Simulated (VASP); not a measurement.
Set up this calculation in VASP 6.6.1, as the native input.

| Property | Result |
| --- | --- |
| Task | single point |
| Functional | LDA |
| Potentials or basis | VASP PAW LDA potentials, release 64 (Al) |
| Cutoff | 520 eV |
| k mesh | 18 × 18 × 10 |
| Occupations | gaussian, width 0.15 eV |
| Spin | no spin polarisation |
| Dipole correction | no |
| Further INCAR settings | ALGO = Normal; EDIFF = 1e-07; NBANDS = 10 |

The structure of Al lies in POSCAR:

```
Al
1.0
    2.8024648109      0.0000000000      0.0000000000
   -1.4012324054      2.4270057195      0.0000000000
    0.0000000000      0.0000000000      4.7448000000
Al
2
Direct
    0.6666666667      0.3333333333      0.7500000000
    0.3333333333      0.6666666667      0.2500000000
```

This isn't the form of Al at room conditions, which is fcc.

One way to write it, as run:

INCAR

```
SYSTEM = Al
  PREC = Accurate
  ENCUT = 520
  EDIFF = 1E-7
  ISMEAR = 0
  SIGMA = 0.15
  LREAL = .FALSE.
  LASPH = .TRUE.
  NELM = 60
  ALGO = Normal
  ISIF = 2
  LWAVE = .FALSE.
  LCHARG = .TRUE.
  GGA = CA
  LELF = .TRUE.
  LVHAR = .TRUE.
  NBANDS = 10
```

KPOINTS

```
regular mesh
0
G
  18 18 10
  0 0 0
```

Potentials or basis: VASP PAW LDA potentials, release 64 (Al).

Command:

```sh
$ cat potpaw_LDA.64/Al/POTCAR > POTCAR
$ mpirun -np 1 vasp_std > vasp.out
```

It gave:

```yaml
Pressure: -0.8 GPa
Band_gap_on_the_k_mesh: zero (bands 3 and 4 overlap by 7.01 eV)
```

Wall time 48 s on 1 thread of Intel Xeon 8259CL, with other jobs on the host, peak memory 0.17 GiB.
